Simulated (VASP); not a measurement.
The system is AlPt.

```
CELL_PARAMETERS angstrom
3.09155 0.00000 0.00000
0.00000 3.09155 0.00000
0.00000 0.00000 3.09155
ATOMIC_POSITIONS crystal
Al 0.00000 0.00000 0.00000
Pt 0.50000 0.50000 0.50000
```

```yaml
Program: VASP 6.6.1
Task: relaxation of cell and atoms
Functional: r2SCAN
Potentials_or_basis: VASP PAW PBE potentials, release 64 (Al, Pt)
Cutoff: 600 eV
k_mesh: 14 × 14 × 14
Occupations: gaussian, width 0.1 eV
Spin: no spin polarisation
```

At the start: pressure -4.9 GPa; volume 14.77 Å³/atom.

Question: How do energy, volume and symmetry change on relaxing?

Answer: Over 3 steps the energy falls by 5.9 meV/atom and the volume is 14.40 Å³/atom (-2.5 %); space group Pm-3m (No. 221, to 0.1 Å) before and after.

Step by step:
| step | energy change (eV) | largest force (eV/Å) | pressure (GPa) | volume (Å³) |
| --- | --- | --- | --- | --- |
| 1 | 0.0000 | 0.0000 | -4.91 | 29.55 |
| 2 | 0.0197 | 0.0000 | 9.22 | 27.65 |
| 3 | -0.0119 | 0.0000 | 0.00 | 28.80 |

Final structure:
```
Al Pt
1.0
     3.06539    0.00000    0.00000
     0.00000    3.06539    0.00000
     0.00000    0.00000    3.06539
Al Pt
1 1
Direct
  0.00000 0.00000 0.00000
  0.50000 0.50000 0.50000
```

Caveat: the PAW data sets were made with another functional, which shifts forces and pressure a little.
